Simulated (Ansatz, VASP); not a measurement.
Two plane-wave programs on ZnS

```
Zn S
1.0
     3.94824    0.00000    0.00000
    -1.97412    3.41927    0.00000
     0.00000    0.00000    6.30372
Zn S
2 2
Cartesian
  -0.2012 2.2795 0.0328
  2.1754 1.1398 3.1846
  0.1626 2.2795 2.3942
  1.8115 1.1398 5.5460
```

Change from the starting cell: mode 4 frozen in at -0.196 Å, equal normal strain along x and y +0.0267.

Alike in both runs: task single point; functional PBE; k mesh 9 × 9 × 4; occupations gaussian, width 0.05 eV; no spin polarisation.

|  | VASP | Ansatz |
| --- | --- | --- |
| version | VASP 6.6.1 | Ansatz 0.2.0 |
| potentials or method | VASP PAW PBE potentials, release 64 (Zn, S), cutoff 520 eV | scalar-relativistic, plane waves, PAW |
| valence electrons in the cell | 36 | 36 |

```csv
,VASP,Ansatz,Ansatz less VASP
gap on the k mesh at the Fermi level (eV),1.78,1.78,-0.001
least direct gap on the mesh (eV),1.78,1.78,-0.001
pressure (GPa),-3.3,-3.5,-0.13
"traceless stress, the component that is largest in VASP (GPa)",1.54,1.54,-0.002
rms of the force components (eV/Å),0.108,0.109,+0.0014
```

Atom by atom the forces differ by 0.002 eV/Å (rms over components).
